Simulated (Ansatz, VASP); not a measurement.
BiOs2: VASP beside Ansatz

```
CELL_PARAMETERS angstrom
0.00000 3.83800 3.83800
3.83800 0.00000 3.83800
3.83800 3.83800 0.00000
ATOMIC_POSITIONS crystal
Bi 0.00000 0.00000 0.00000
Bi 0.25000 0.25000 0.25000
Os 0.62500 0.62500 0.62500
Os 0.12500 0.62500 0.62500
Os 0.62500 0.62500 0.12500
Os 0.62500 0.12500 0.62500
```

Alike in both runs: functional PBE; k mesh 8 × 8 × 8; occupations gaussian, width 0.1 eV; no spin polarisation.

Ansatz relaxed the structure, and its values are those at the end. VASP's run is a single point on that final structure, the one shown.

|  | VASP | Ansatz |
| --- | --- | --- |
| version | VASP 6.6.1 | Ansatz 0.2.0 |
| potentials or method | VASP PAW PBE potentials, release 64 (Bi_d, Os), cutoff 520 eV | scalar-relativistic, plane waves, PAW |
| valence electrons in the cell | 62 | 94 |

```csv
,VASP,Ansatz,Ansatz less VASP
gap on the k mesh at the Fermi level (eV),none,none,-
pressure (GPa),-0.1,0.0,+0.12
```

A gap of «none» marks a metal or a gap that the smearing closes. The functional is the same, so the differences come from potentials, cutoffs and numerics. VASP's potentials hold 62 valence electrons a cell and Ansatz's 94, so a difference there can come from the potentials and not from the codes.

Spin-orbit coupling is off throughout.
